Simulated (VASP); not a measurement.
Wanted: the native input for a VASP 6.6.1 run.

```
Task                   : single point
Functional             : PBEsol
Potentials or basis    : VASP PAW PBE potentials, release 64 (B, N)
Cutoff                 : 520 eV
k mesh                 : 12 × 12 × 4
Occupations            : gaussian, width 0.05 eV
Spin                   : no spin polarisation
Dipole correction      : no
Further INCAR settings : ALGO = Normal; EDIFF = 1e-06; NBANDS = 16
```

The structure of BN lies in POSCAR:

```
BN
1.0
    2.5043488457      0.0000000000      0.0000000000
   -1.2521744229      2.1688297203      0.0000000000
    0.0000000000      0.0000000000      7.1594775877
B N
2 2
Direct
    0.3333333333      0.6666666667      0.2500000000
    0.6666666667      0.3333333333      0.7500000000
    0.3333333333      0.6666666667      0.7500000000
    0.6666666667      0.3333333333      0.2500000000
```

This cell differs from its parent crystal: strain +0.0200 x Voigt [0, 0, 1, 0, 0, 0].

The input as run:

INCAR

```
SYSTEM = BN
ALGO = Normal
EDIFF = 1E-6
ENCUT = 520
GGA = PS
ISIF = 2
ISMEAR = 0
LASPH = .TRUE.
LCHARG = .FALSE.
LREAL = .FALSE.
LWAVE = .FALSE.
NBANDS = 16
NELM = 80
PREC = Accurate
SIGMA = 0.05
```

KPOINTS

```
k-points
0
G
  12 12 4
  0 0 0
```

Potentials or basis: VASP PAW PBE potentials, release 64 (B, N).

Command:

```bash
$ cat potpaw_PBE.64/B/POTCAR potpaw_PBE.64/N/POTCAR > POTCAR
$ mpirun -np 1 vasp_std > vasp.out
```

Results of the run:

```yaml
Pressure: 0.2 GPa
Band_gap_on_the_k_mesh: 4.29 eV, indirect (least direct gap 4.60 eV)
```

Caveat: the cell differs from its parent crystal (strain +0.0200 x Voigt [0, 0, 1, 0, 0, 0]); the PAW data sets were made with another functional, which shifts forces and pressure a little; this functional lacks dispersion, which binds the layers, so the pressure and a relaxed spacing across them are unreliable.

Run time: 55 s on 1 thread of Intel Xeon 8259CL, on a shared host, peak memory 0.17 GiB.
